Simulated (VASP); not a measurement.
Runs of VASP 6.6.1 on GaSb. The structure is that of space group I-4m2 (No. 119), or close to it. The cells are those of the table. 

```csv
level,spin,cell,gap on the mesh (eV),pressure (GPa)
r2SCAN,off,"a = 4.250, b = 4.250, c = 4.336 Å, angles 59.3, 59.3, 61.3°, 2 atoms",(a),2.5
PBE,off,"a = 4.271, b = 4.271, c = 4.336 Å, angles 59.5, 59.5, 61.0°, 2 atoms",(b),3.8
r2SCAN,"non-collinear, zero start, SOC","a = 4.250, b = 4.250, c = 4.336 Å, angles 59.3, 59.3, 61.3°, 2 atoms",-,2.5
r2SCAN,off,"a = 4.271, b = 4.271, c = 4.336 Å, angles 59.5, 59.5, 61.0°, 2 atoms",0.50,1.9
PBE,off,"a = 4.250, b = 4.250, c = 4.336 Å, angles 59.3, 59.3, 61.3°, 2 atoms",0.12,4.4
```

Alike in all rows: task single point; potentials or basis VASP PAW PBE potentials, release 64 (Ga_d, Sb); k mesh 8 × 8 × 8; cutoff (eV) 520; smearing fermi-dirac 0.02 eV.

**Question.** Fill in the values left out.

**Answer.** (a) 0.54; (b) 0.09.

Caveats: spin-orbit coupling is left out, which moves the levels of the heavy elements (some runs); the PAW data sets were made with another functional, which shifts forces and pressure a little (some runs).

A k mesh can miss the band edges, and rows without SOC leave out spin-orbit coupling on Ga, Sb.
